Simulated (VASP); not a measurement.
Wanted: the native input for a VASP 6.6.1 run.

| Quantity | Value |
| --- | --- |
| Task | single point |
| Functional | PBE exchange alone |
| Potentials or basis | VASP PAW PBE potentials, release 64 (Pt) |
| Cutoff | 520 eV |
| k mesh | 12 × 12 × 12 |
| Occupations | fermi-dirac, width 0.05 eV |
| Spin | no spin polarisation |
| Dipole correction | no |
| Further INCAR settings | ALGO = Fast; EDIFF = 1e-06; NBANDS = 11 |

The structure of Pt lies in POSCAR:

```
Pt
1.0
    0.0000000000      1.9867042750      1.9867042750
    1.9867042750      0.0000000000      1.9867042750
    1.9867042750      1.9867042750      0.0000000000
Pt
1
Direct
    0.0000000000      0.0000000000      0.0000000000
```

These files were run (other wordings do the same):

INCAR

```
AGGAC = 0.0
ALDAC = 0.0
ALGO = Fast
EDIFF = 1E-6
ENCUT = 520
GGA = PE
ISIF = 2
ISMEAR = -1
LASPH = True
LCHARG = False
LREAL = False
LWAVE = False
NBANDS = 11
NELM = 100
PREC = Accurate
SIGMA = 0.05
```

KPOINTS

```
k-points
0
Gamma
  12 12 12
```

Potentials or basis: VASP PAW PBE potentials, release 64 (Pt).

Launch:

```bash
$ cat potpaw_PBE.64/Pt/POTCAR > POTCAR
$ mpirun -np 1 vasp_std > vasp.out
```

It gave:

```yaml
Pressure: 29.6 GPa
Band_gap_on_the_k_mesh: zero (band 5 reaches 12.79 eV, above the bottom of band 6 at 10.69 eV)
```

Caveat: spin-orbit coupling is left out, which moves the levels of the heavy elements.

Wall time 21 s on 1 thread of Intel Xeon 8259CL, on a shared host, peak memory 0.14 GiB.
